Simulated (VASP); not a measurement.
Write the native input for VASP 6.6.1 that does the following.

| Quantity | Value |
| --- | --- |
| Task | single point |
| Functional | BLYP |
| Dispersion | D3(BJ) |
| Potentials or basis | VASP PAW PBE potentials, release 64 (Hf_pv, O) |
| Cutoff | 520 eV |
| k mesh | 8 × 8 × 5 |
| Occupations | fermi-dirac, width 0.05 eV |
| Spin | no spin polarisation |
| Dipole correction | no |
| Further INCAR settings | ALGO = Normal; EDIFF = 1e-06; NBANDS = 31 |

The structure of HfO2 lies in POSCAR:

```
HfO2
1.0
    3.5965396525      0.0000000000      0.0000000000
    0.0000000000      3.5965396525      0.0000000000
    0.0000000000      0.0000000000      5.2338589138
Hf O
2 4
Direct
    0.0000000000      0.0000000000      0.0000000000
    0.5000000000      0.5000000000      0.5000000000
    0.0000000000      0.5000000000      0.1961677432
    0.5000000000      0.0000000000      0.3038322568
    0.5000000000      0.0000000000      0.8038322568
    0.0000000000      0.5000000000      0.6961677432
```

One way to write it, as run:

INCAR

```
  AGGAC = 1.0
  AGGAX = 1.0
  ALDAC = 0.0
  ALDAX = 1.0
  ALGO = Normal
  EDIFF = 1E-6
  ENCUT = 520
  GGA = B5
  ISIF = 2
  ISMEAR = -1
  IVDW = 12
  LASPH = T
  LCHARG = F
  LREAL = F
  LWAVE = F
  NBANDS = 31
  NELM = 80
  PREC = Accurate
  SIGMA = 0.05
  VDW_A1 = 0.4298
  VDW_A2 = 4.2359
  VDW_S6 = 1.0
  VDW_S8 = 2.6996
```

KPOINTS

```
k-points
0
Gamma
  8 8 5
```

Potentials or basis: VASP PAW PBE potentials, release 64 (Hf_pv, O).

Run with:

```sh
$ cat potpaw_PBE.64/Hf_pv/POTCAR potpaw_PBE.64/O/POTCAR > POTCAR
$ mpirun -np 1 vasp_std > vasp.out
```

It gave:

```json
{
  "Pressure": "-2.5 GPa",
  "Largest force": "0.030 eV/Å",
  "Band gap on the k mesh": "4.67 eV (least direct gap 4.74 eV)",
  "Dispersion energy per atom": "-0.523 eV"
}
```

Caveat: the PAW data sets were made with another functional, which shifts forces and pressure a little; spin-orbit coupling is left out, which moves the levels of the heavy elements.

Wall time 3.3 min on 1 thread of Intel Xeon 8259CL, on a shared host, peak memory 0.24 GiB.
